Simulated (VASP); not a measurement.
Crystal: Rb3Tl.

```
CELL_PARAMETERS angstrom
0.00000 4.91232 4.91232
4.91232 0.00000 4.91232
4.91232 4.91232 0.00000
ATOMIC_POSITIONS crystal
Rb 0.25000 0.25000 0.25000
Rb 0.75000 0.75000 0.75000
Rb 0.50000 0.50000 0.50000
Tl 0.00000 0.00000 0.00000
```

| Quantity | Value |
| --- | --- |
| Program | VASP 6.6.1 |
| Task | relaxation of cell and atoms |
| Functional | PBEsol |
| Dispersion | D3(BJ) |
| Potentials or basis | VASP PAW PBE potentials, release 64 (Rb_sv, Tl_d) |
| Cutoff | 500 eV |
| k mesh | 5 × 5 × 5 |
| Occupations | methfessel-paxton, width 0.1 eV |
| Spin | no spin polarisation |

At the start: pressure -0.8 GPa; volume 59.27 Å³/atom.

Problem. Where does the relaxation end?

Solution. Over 5 steps the energy falls by 31.3 meV/atom and the volume is 48.94 Å³/atom (-17.4 %); space group Fm-3m (No. 225, to 0.1 Å) before and after.

Step by step:
```csv
step,energy change (eV),largest force (eV/Å),pressure (GPa),volume (Å³)
1,0.0000,0.0000,-0.83,237.08
2,-0.0498,0.0000,-0.70,226.68
3,-0.1167,0.0000,-0.27,205.25
4,-0.0372,0.0000,1.09,166.52
5,-0.1252,0.0000,-0.01,195.76
```

Final structure:
```
Rb Tl
1.0
     0.00000    4.60857    4.60857
     4.60857    0.00000    4.60857
     4.60857    4.60857    0.00000
Rb Tl
3 1
Direct
  0.25000 0.25000 0.25000
  0.75000 0.75000 0.75000
  0.50000 0.50000 0.50000
  0.00000 0.00000 0.00000
```

Caveat: the volume moved by over 15 % at a fixed basis, so the end points are rough; the PAW data sets were made with another functional, which shifts forces and pressure a little.
